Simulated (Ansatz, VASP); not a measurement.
**CaPb: VASP beside Ansatz**

The input INCAR:

```
SYSTEM = CaPb
  PREC = Accurate
  ENCUT = 600
  EDIFF = 1E-6
  ISMEAR = -1
  SIGMA = 0.15
  LREAL = .FALSE.
  LASPH = .TRUE.
  NELM = 100
  ALGO = Normal
  ISIF = 3
  LWAVE = .FALSE.
  LCHARG = .FALSE.
  GGA = CA
  IBRION = 2
  NSW = 80
  EDIFFG = -0.001
```

KPOINTS

```
regular mesh
0
G
  12 12 10
  0 0 0
```

POSCAR

```
CaPb
1.0
    3.6215934290      0.0000000000      0.0000000000
    0.0000000000      3.6215934290      0.0000000000
    0.0000000000      0.0000000000      4.6265836717
Ca Pb
1 1
Direct
    0.0000000000      0.0000000000      0.0000000000
    0.5000000000      0.5000000000      0.5000000000
```

Input for Ansatz:

```yaml
crystal:
  lattice:
    - [3.621593429, 0.0, 0.0]
    - [0.0, 3.621593429, 0.0]
    - [0.0, 0.0, 4.6265836717]
  atoms:
    - { symbol: Ca, position: [0.0, 0.0, 0.0] }
    - { symbol: Pb, position: [0.5, 0.5, 0.5] }
basis:
  ecutwfc: 420
kpoints:
  mp_grid: { grid: [12, 12, 10] }
hamiltonian:
  xc: lda
scf:
  occupations: { method: fermi_dirac, width: 0.15 }
output:
  forces: true
  stress: true
  eigenvalues: true
relax:
  adjacent_minimum: "off"
  f_tol: 0.001
  max_steps: 60
  cell: { stress_tol: 0.01 }
```

Alike in both runs: task relaxation of cell and atoms; functional LDA; k mesh 12 × 12 × 10; occupations fermi-dirac, width 0.15 eV; no spin polarisation.

|  | VASP | Ansatz |
| --- | --- | --- |
| version | VASP 6.6.1 | Ansatz 0.2.0 |
| potentials or method | VASP PAW LDA potentials, release 64 (Ca_sv, Pb_d), cutoff 600 eV | scalar-relativistic, plane waves, PAW |
| valence electrons in the cell | 24 | 24 |

|  | VASP | Ansatz | Ansatz less VASP |
| --- | --- | --- | --- |
| gap on the k mesh at the Fermi level, each at its own relaxed structure (eV) | none | none | - |
| relaxed volume (Å³/atom) | 27.40 | 27.29 | -0.105 |
| relaxed length of the cell vector where the two differ most in proportion (Å) | 4.511 | 4.503 | -0.0080 |

LDA's correlation is that of Perdew and Zunger in VASP and of Perdew and Wang (1992) in Ansatz. A gap of «none» marks a metal or a gap that the smearing closes.

Neither program's run includes spin-orbit coupling.
